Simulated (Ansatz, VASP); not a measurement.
# CdF2 in VASP and in Ansatz

```
Cd F
1.0
     0.00000    2.71184    2.71184
     2.71184    0.00000    2.71184
     2.71184    2.71184    0.00000
Cd F
1 2
Direct
  0.00000 0.00000 0.00000
  0.75000 0.75000 0.75000
  0.25000 0.25000 0.25000
```

Alike in both runs: task single point; functional r2SCAN; k mesh 9 × 9 × 9; occupations fermi-dirac, width 0.05 eV; no spin polarisation.

|  | VASP | Ansatz |
| --- | --- | --- |
| version | VASP 6.6.1 | Ansatz 0.2.0 |
| potentials or method | VASP PAW PBE potentials, release 64 (Cd, F) | Ansatz PAW |
| plane-wave cutoff (eV) | 520 | 500 |
| valence electrons in the cell | 26 | 34 |

|  | VASP | Ansatz | Ansatz less VASP |
| --- | --- | --- | --- |
| gap on the k mesh at the Fermi level (eV) | 3.71 | 3.75 | +0.043 |
| least direct gap on the mesh (eV) | 4.21 | 4.26 | +0.052 |
| pressure (GPa) | -1.2 | -2.1 | -0.88 |

VASP's potentials were made for PBE, not for r2SCAN. VASP's potentials hold 26 valence electrons a cell and Ansatz's 34, so a difference there can come from the potentials and not from the codes.

Noted on Ansatz's run: odd divisions of the mesh miss points on the zone boundary, where band edges often lie, so the gap on the mesh can be too wide.
